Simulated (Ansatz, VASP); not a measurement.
LiLaCdAs2: VASP beside Ansatz

```xyz
5
Lattice="4.4311 0.0000 0.0000 -2.2155 3.8374 0.0000 0.0000 0.0000 7.1472" Properties=species:S:1:pos:R:3 pbc="T T T"
Li    2.2155    1.2791    2.6282
La    0.0000    0.0000    0.0723
Cd    0.0000    2.5583    4.4181
As    0.0000    2.5583    1.7331
As    2.2155    1.2791    5.4428
```

Alike in both runs: functional PBE; k mesh 6 × 6 × 4; no spin polarisation.

Ansatz relaxed the structure, and its values are those at the end. VASP's run is a single point on that final structure, the one shown.

|  | VASP | Ansatz |
| --- | --- | --- |
| version | VASP 6.6.1 | Ansatz 0.2.0 |
| potentials or method | VASP PAW PBE potentials, release 64 (Li_sv, La, Cd, As), cutoff 520 eV | scalar-relativistic, plane waves, PAW |
| occupations | gaussian, width 0.01 eV | fixed |
| valence electrons in the cell | 36 | 64 |

Ansatz gave:

```
gap on the k mesh at the Fermi level (eV) : 0.92
least direct gap on the mesh (eV)         : 0.93
rms of the force components (eV/Å)        : 0.000
```

Problem. Which values does VASP return?

Solution. gap on the k mesh at the Fermi level (eV): 0.90; least direct gap on the mesh (eV): 0.93; rms of the force components (eV/Å): 0.009.

VASP's potentials hold 36 valence electrons a cell and Ansatz's 64, so a difference there can come from the potentials and not from the codes.

Neither program's run includes spin-orbit coupling. Noted on VASP's run: the cutoff is short for stress, so the pressure is rough.
